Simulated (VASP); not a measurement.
Input of a VASP 6.6.1 run:

File INCAR:

```
PREC = Accurate
ENCUT = 520
EDIFF = 1E-6
ISMEAR = 0
SIGMA = 0.15
LREAL = False
LASPH = True
NELM = 80
ALGO = Normal
ISIF = 2
LWAVE = False
LCHARG = False
GGA = PS
NBANDS = 15
```

KPOINTS

```
regular mesh
0
Gamma
  18 18 18
```

The input POSCAR:

```
TiC
1.0
    0.0000000000      2.0990800000      2.1640000000
    2.0990800000      0.0000000000      2.1640000000
    2.0990800000      2.0990800000      0.0000000000
Ti C
1 1
Direct
    0.0000000000      0.0000000000      0.0000000000
    0.5000000000      0.5000000000      0.5000000000
```

Potentials or basis: VASP PAW PBE potentials, release 64 (Ti_sv, C).

The run is started by

```console
$ cat potpaw_PBE.64/Ti_sv/POTCAR potpaw_PBE.64/C/POTCAR > POTCAR
$ mpirun -np 1 vasp_std > vasp.out
```

(1) Predict the pressure.

(2) Estimate the band gap on the k mesh.

Answers

(1) 11.2 GPa.

(2) zero (band 8 reaches 10.83 eV, above the bottom of band 9 at 9.56 eV).

Caveat: the cell differs from its parent crystal (strain -0.030 along x and y, +0.000 along z); the PAW data sets were made with another functional, which shifts forces and pressure a little.
